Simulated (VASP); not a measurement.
Wanted: the native input for a VASP 6.6.1 run.

```
Task                   : single point
Functional             : PBE
Potentials or basis    : VASP PAW PBE potentials, release 64 (Bi_d)
Cutoff                 : 520 eV
k mesh                 : 15 × 15 × 15
Occupations            : gaussian, width 0.1 eV
Spin                   : no spin polarisation
Dipole correction      : no
Further INCAR settings : ALGO = Fast; EDIFF = 1e-06; NBANDS = 30
```

The structure of Bi lies in POSCAR:

```
Bi
1.0
    1.7581713723      1.0150807151      8.8803358423
   -1.7581713723      1.0150807151      8.8803358423
    0.0000000000     -2.0301614302      8.8803358423
Bi
3
Direct
    0.0000000000      0.0000000000      0.0000000000
    0.2209230978      0.2209230978      0.2209230978
    0.7790769022      0.7790769022      0.7790769022
```

The input as run:

INCAR

```
PREC = Accurate
ENCUT = 520
EDIFF = 1E-6
ISMEAR = 0
SIGMA = 0.1
LREAL = False
LASPH = True
NELM = 60
ALGO = Fast
ISIF = 2
LWAVE = False
LCHARG = True
GGA = PE
LELF = True
LVHAR = True
NBANDS = 30
```

KPOINTS

```
Automatic mesh
0
Gamma
  15 15 15
```

Potentials or basis: VASP PAW PBE potentials, release 64 (Bi_d).

Command:

```console
$ cat potpaw_PBE.64/Bi_d/POTCAR > POTCAR
$ mpirun -np 1 vasp_std > vasp.out
```

It gave:

The pressure is -0.1 GPa. The band gap on the k mesh is zero (an odd number of electrons rules out a gap without spin polarisation).

Caveat: spin-orbit coupling is left out, which moves the levels of the heavy elements.

Wall time 55 min on 1 thread of AMD EPYC 9R45 96-Core Processor (Zen 5), on a shared host, peak memory 1.2 GiB.
